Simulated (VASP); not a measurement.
Set up this calculation in VASP 6.6.1, as the native input.

| Quantity | Value |
| --- | --- |
| Task | single point |
| Functional | PBE |
| Potentials or basis | VASP PAW PBE potentials, release 64 (W_sv) |
| Cutoff | 520 eV |
| k mesh | 13 × 13 × 13 |
| Occupations | fermi-dirac, width 0.05 eV |
| Spin | no spin polarisation |
| Dipole correction | no |
| Further INCAR settings | ALGO = Normal; EDIFF = 1e-07; NBANDS = 13 |

The structure of W lies in POSCAR:

```
W
1.0
   -1.5609544055      1.5609544055      1.5609544055
    1.5609544055     -1.5609544055      1.5609544055
    1.5609544055      1.5609544055     -1.5609544055
W
1
Direct
    0.0000000000      0.0000000000      0.0000000000
```

One way to write it, as run:

INCAR

```
PREC = Accurate ; ENCUT = 520
EDIFF = 1E-7 ; ISMEAR = -1
SIGMA = 0.05 ; LREAL = False
LASPH = True ; NELM = 60
ALGO = Normal ; ISIF = 2
LWAVE = False ; LCHARG = False
GGA = PE ; NBANDS = 13
```

KPOINTS

```
Automatic mesh
0
Gamma
  13 13 13
```

Potentials or basis: VASP PAW PBE potentials, release 64 (W_sv).

Command:

```console
$ cat potpaw_PBE.64/W_sv/POTCAR > POTCAR
$ mpirun -np 1 vasp_std > vasp.out
```

It gave:

* Pressure: 20.8 GPa
* Band gap on the k mesh: zero (band 7 reaches 16.82 eV, above the bottom of band 8 at 10.75 eV)

Caveat: spin-orbit coupling is left out, which moves the levels of the heavy elements.

It took 12 s on 1 thread of Intel(R) Xeon(R) Platinum 8488C (Sapphire Rapids) (shared host), peak memory 0.13 GiB.
